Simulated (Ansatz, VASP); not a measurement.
**Two plane-wave programs on H**

Contents of INCAR:

```
SYSTEM = H
  PREC = Accurate
  ENCUT = 520
  EDIFF = 1E-7
  ISMEAR = 0
  SIGMA = 0.05
  LREAL = .False.
  LASPH = .True.
  NELM = 60
  ALGO = Normal
  ISIF = 2
  LWAVE = .False.
  LCHARG = .False.
  GGA = PE
  NBANDS = 8
```

File KPOINTS:

```
regular mesh
0
Gamma
  8 8 8
  0 0 0
```

POSCAR

```
H
1.0
   -1.8641419760      1.8455932996      2.2855640979
    1.8641419760     -1.8455932996      2.2855640979
    1.8641419760      1.8455932996     -2.2855640979
H
2
Direct
    0.9178910720      0.9178910720      0.0000000000
    0.0821089280      0.0821089280      0.0000000000
```

Input for Ansatz:

```yaml
crystal:
  lattice:
    - [-1.864141976, 1.8455932996, 2.2855640979]
    - [1.864141976, -1.8455932996, 2.2855640979]
    - [1.864141976, 1.8455932996, -2.2855640979]
  atoms:
    - { symbol: H, position: [0.917891072, 0.917891072, 0.0] }
    - { symbol: H, position: [0.082108928, 0.082108928, 0.0] }
basis:
  ecutwfc: 420
kpoints:
  mp_grid: { grid: [8, 8, 8] }
hamiltonian:
  xc: pbe
scf:
  occupations: { method: gaussian, width: 0.05 }
output:
  forces: true
  stress: true
  eigenvalues: true
```

Change from the starting cell: strain +0.0050 x Voigt [1, -1, 0, 0, 0, 0], atoms carried along.

Alike in both runs: task single point; functional PBE; k mesh 8 × 8 × 8; occupations gaussian, width 0.05 eV; no spin polarisation.

|  | VASP | Ansatz |
| --- | --- | --- |
| version | VASP 6.6.1 | Ansatz 0.2.0 |
| potentials or method | VASP PAW PBE potentials, release 64 (H), cutoff 520 eV | scalar-relativistic, plane waves, PAW |
| valence electrons in the cell | 2 | 2 |

VASP gave:

| Quantity | Value |
| --- | --- |
| gap on the k mesh at the Fermi level (eV) | 9.25 |
| least direct gap on the mesh (eV) | 9.74 |
| pressure (GPa) | -0.2 |
| rms of the force components (eV/Å) | 0.005 |

Problem. What did Ansatz give for the same quantities?

Solution. gap on the k mesh at the Fermi level (eV): 9.25; least direct gap on the mesh (eV): 9.73; pressure (GPa): 0.0; rms of the force components (eV/Å): 0.001.

Atom by atom the forces differ by 0.006 eV/Å (rms over components).
